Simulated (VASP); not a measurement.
# AlIn3As4: single point with PBE

AlIn3As4:

```xyz
8
Lattice="4.3130 0.0000 0.0000 0.0000 4.3130 0.0000 0.0000 0.0000 12.0558" Properties=species:S:1:pos:R:3 pbc="T T T"
Al    0.0000    0.0000    0.0000
In    2.1565    2.1565    2.8972
In    0.0000    0.0000    6.0279
In    2.1565    2.1565    9.1586
As    2.1565    0.0000    1.3138
As    0.0000    2.1565    4.4624
As    2.1565    0.0000    7.5933
As    0.0000    2.1565   10.7420
```

| Item | Value |
| --- | --- |
| Program | VASP 6.6.1 |
| Task | single point |
| Functional | PBE |
| Potentials or basis | VASP PAW PBE potentials, release 64 (Al, In_d, As) |
| Cutoff | 520 eV |
| k mesh | 4 × 4 × 2 |
| Occupations | gaussian, width 0.1 eV |
| Spin | no spin polarisation |

```
Pressure               : 0.0 GPa
Largest force          : 0.010 eV/Å
Band gap on the k mesh : zero (filled and empty bands touch)
```

Forces in eV/Å, atoms in the order of the input:
```
Al   0.000  0.000  0.000
In   0.000  0.000 -0.010
In   0.000  0.000  0.000
In   0.000  0.000  0.010
As   0.000  0.000  0.010
As   0.000  0.000  0.001
As   0.000  0.000 -0.001
As   0.000  0.000 -0.010
```

Levels at points of the mesh, in eV from the Fermi level:
```csv
k point,band 29,band 30,band 31,band 32,band 33,band 34
"(0.00, 0.00, 0.00)",-0.13,-0.09,-0.01,-0.01,1.52,1.82
"(0.50, 0.00, 0.00)",-0.83,-0.79,-0.77,0.93,1.06,2.34
"(0.50, 0.50, 0.00)",-2.11,-2.11,-2.02,1.59,1.59,1.79
"(0.00, 0.00, 0.50)",-0.61,-0.39,-0.39,1.22,1.72,1.85
"(0.50, 0.00, 0.50)",-0.88,-0.79,-0.78,1.75,1.88,1.93
"(0.50, 0.50, 0.50)",-2.36,-2.36,-2.31,2.47,2.47,2.54
```

Run time: 76 s on 1 thread of Intel(R) Xeon(R) 6975P-C (Granite Rapids), with other jobs on the host, peak memory 0.33 GiB.

Caveat: the k points lie up to 0.36 Å⁻¹ apart; semilocal functionals underestimate gaps, and a narrow one can read as zero; spin-orbit coupling is left out, which moves the levels of the heavy elements.
